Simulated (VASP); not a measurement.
A run of VASP 6.6.1 is set up as follows.

The input INCAR:

```
SYSTEM = Hg
ALGO = Normal
EDIFF = 1E-7
ENCUT = 520
GGA = PE
ISIF = 2
ISMEAR = 0
LASPH = .TRUE.
LCHARG = .TRUE.
LELF = .TRUE.
LREAL = .FALSE.
LVHAR = .TRUE.
LWAVE = .FALSE.
NBANDS = 25
NELM = 60
PREC = Accurate
SIGMA = 0.1
```

KPOINTS

```
k-points
0
G
  2 2 2
  0 0 0
```

POSCAR

```
Hg
1.0
    4.5400020208      0.0000000000      0.0000000000
   -2.2700010104      3.9317570832      0.0000000000
    0.0000000000      0.0000000000      3.8700000000
Hg
3
Direct
    0.3167467290      0.6473067051      0.5248608131
    0.0225419617      0.0199994411     -0.0366031751
    0.6487282287      0.3410398122      0.4719355471
```

Potentials or basis: VASP PAW PBE potentials, release 64 (Hg).

Command:

```console
$ cat potpaw_PBE.64/Hg/POTCAR > POTCAR
$ mpirun -np 1 vasp_std > vasp.out
```

(1) Predict the band gap on the k mesh.

(2) Predict the pressure.

(3) Predict the largest force.

Answers

(1) zero (bands 18 and 19 overlap by 5.11 eV).

(2) 5.8 GPa.

(3) 1.856 eV/Å.

Caveat: the k points lie up to 0.81 Å⁻¹ apart, too coarse for converged energies and pressures of a metal; spin-orbit coupling is left out, which moves the levels of the heavy elements; forces of over 1 eV/Å act on the atoms, so gaps and moduli don't describe the material at rest.
